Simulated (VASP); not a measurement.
A run of VASP 6.6.1 is set up as follows.

The input POSCAR:

```
Mo
1.0
    2.5208996731      0.0000000000      0.0000000000
    0.0000000000      2.5208996731      0.0000000000
    0.0000000000      0.0000000000      2.5208996731
Mo
1
Direct
    0.0000000000      0.0000000000      0.0000000000
```

INCAR.step1

```
  PREC = Accurate
  ENCUT = 550
  ISMEAR = -1
  SIGMA = 0.1
  LREAL = F
  LASPH = T
  NELM = 120
  NBANDS = 13
  GGA = PE
  ALGO = Normal
  EDIFF = 1E-5
  LWAVE = T
  LCHARG = F
  GGA_COMPAT = F
```

File INCAR.step2:

```
  PREC = Accurate
  ENCUT = 550
  EDIFF = 1E-6
  ISMEAR = -1
  SIGMA = 0.1
  LREAL = F
  LASPH = T
  NELM = 120
  ALGO = Normal
  ISIF = 2
  LWAVE = F
  LCHARG = T
  METAGGA = R2SCAN
  LMIXTAU = T
  LELF = T
  LVHAR = T
  NBANDS = 13
  ISTART = 1
  GGA_COMPAT = F
```

KPOINTS

```
Automatic mesh
0
Gamma
  14 14 14
```

Potentials or basis: VASP PAW PBE potentials, release 64 (Mo_sv).

Run with:

```console
$ cat potpaw_PBE.64/Mo_sv/POTCAR > POTCAR
$ cp INCAR.step1 INCAR
$ mpirun -np 1 vasp_std > vasp.out
$ cp INCAR.step2 INCAR
$ mpirun -np 1 vasp_std > vasp.out
```

**Question.** Estimate the pressure.

**Answer.** 19.4 GPa.

**Question.** Predict the band gap on the k mesh.

**Answer.** Zero (band 7 reaches 13.93 eV, above the bottom of band 8 at 11.16 eV).

Caveat: the PAW data sets were made with another functional, which shifts forces and pressure a little.
